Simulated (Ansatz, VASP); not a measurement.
# Si3N4: VASP beside Ansatz

```xyz
14
Lattice="7.5659 0.0000 0.0000 -3.7829 6.5522 0.0000 0.0000 0.0000 2.8938" Properties=species:S:1:pos:R:3 pbc="T T T"
Si   -1.5923    5.0235    0.7235
Si    2.4192    1.1328    2.1704
Si    0.2286    2.6615    0.7235
Si    5.3752    1.5287    2.1704
Si    1.3637    5.4194    0.7235
Si    3.5544    3.8907    2.1704
N     0.0000    4.3682    0.7235
N     3.7829    2.1841    2.1704
N     2.3841    0.1885    0.7235
N     1.0288    2.1589    2.1704
N     6.2106    1.9704    0.7235
N     1.3989    6.3638    2.1704
N     2.7541    4.3933    0.7235
N    -2.4277    4.5818    2.1704
```

Change from the starting cell: volume scaled by 0.98, ions relaxed.

Alike in both runs: functional PBE; k mesh 4 × 4 × 9; occupations fermi-dirac, width 0.02 eV; no spin polarisation.

Ansatz relaxed the structure, and its values are those at the end. VASP's run is a single point on that final structure, the one shown.

|  | VASP | Ansatz |
| --- | --- | --- |
| version | VASP 6.6.1 | Ansatz 0.2.0 |
| potentials or method | VASP PAW PBE potentials, release 64 (Si, N) | plane-wave PAW, scalar-relativistic |
| plane-wave cutoff (eV) | 520 | 420 |
| valence electrons in the cell | 64 | 64 |

Ansatz gave:

```
gap on the k mesh at the Fermi level (eV) : 4.40
pressure (GPa)                            : 9.2
rms of the force components (eV/Å)        : 0.005
```

**Question.** What did VASP give for the same quantities?

**Answer.** gap on the k mesh at the Fermi level (eV): 4.39; pressure (GPa): 8.9; rms of the force components (eV/Å): 0.004.

Ansatz's warnings: stress scf threshold loose.
